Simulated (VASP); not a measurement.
Here is a VASP 6.6.1 calculation.

INCAR

```
SYSTEM = BN
PREC = Accurate ; ENCUT = 520
EDIFF = 1E-6 ; ISMEAR = 0
SIGMA = 0.05 ; LREAL = .False.
LASPH = .True. ; NELM = 60
ALGO = Normal ; ISIF = 2
LWAVE = .False. ; LCHARG = .False.
GGA = PS ; NBANDS = 16
```

File KPOINTS:

```
regular mesh
0
Gamma
  12 12 4
  0 0 0
```

Contents of POSCAR:

```
BN
1.0
    2.5043488457      0.0000000000      0.0000000000
   -1.2521744229      2.1688297203     -0.0650648916
    0.0000000000     -0.2105728702      7.0190956742
B N
2 2
Direct
    0.3333333333      0.6666666667      0.2500000000
    0.6666666667      0.3333333333      0.7500000000
    0.3333333333      0.6666666667      0.7500000000
    0.6666666667      0.3333333333      0.2500000000
```

Potentials or basis: VASP PAW PBE potentials, release 64 (B, N).

Run with:

```console
$ cat potpaw_PBE.64/B/POTCAR potpaw_PBE.64/N/POTCAR > POTCAR
$ mpirun -np 1 vasp_std > vasp.out
```

**Question.** Estimate the largest force.

**Answer.** 0.005 eV/Å.

**Question.** Predict the band gap on the k mesh.

**Answer.** 4.20 eV, indirect (least direct gap 4.38 eV).

**Question.** Predict the pressure.

**Answer.** 0.1 GPa.

Stress tensor (GPa, compression positive):
```
 0.40  0.00  0.00
 0.00  0.09  0.15
 0.00  0.15 -0.05
```

Caveat: the cell differs from its parent crystal (strain -0.0600 x Voigt [0, 0, 0, 1, 0, 0]); the PAW data sets were made with another functional, which shifts forces and pressure a little; this functional lacks dispersion, which binds the layers, so the pressure and a relaxed spacing across them are unreliable. A k mesh can miss the band edges.
